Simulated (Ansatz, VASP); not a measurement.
One calculation of SiO2, two programs

```xyz
6
Lattice="4.2734 0.0000 0.0000 0.0000 4.2734 0.0000 0.0000 0.0000 2.6990" Properties=species:S:1:pos:R:3 pbc="T T T"
Si    0.0000    0.0000    0.0000
Si    2.1367    2.1367    1.3495
O     1.3153    1.3153    0.0000
O     0.8215    3.4520    1.3495
O     2.9582    2.9582    0.0000
O     3.4520    0.8215    1.3495
```

Alike in both runs: functional RPBE; k mesh 6 × 6 × 8; occupations gaussian, width 0.02 eV; no spin polarisation.

Ansatz relaxed the structure, and its values are those at the end. VASP's run is a single point on that final structure, the one shown.

```csv
,VASP,Ansatz
version,VASP 6.6.1,Ansatz 0.2.0
potentials or method,"VASP PAW PBE potentials, release 64 (Si, O), cutoff 520 eV","scalar-relativistic, plane waves, PAW"
valence electrons in the cell,32,32
```

Ansatz gave:

```
gap on the k mesh at the Fermi level (eV) : 4.82
least direct gap on the mesh (eV)         : 4.82
pressure (GPa)                            : 0.0
rms of the force components (eV/Å)        : 0.000
```

Q: What did VASP give for the same quantities?

A: gap on the k mesh at the Fermi level (eV): 4.81; least direct gap on the mesh (eV): 4.81; pressure (GPa): -0.5; rms of the force components (eV/Å): 0.003.

VASP's potentials were made for PBE, not for RPBE. The functional is the same, so the differences come from potentials, cutoffs and numerics.
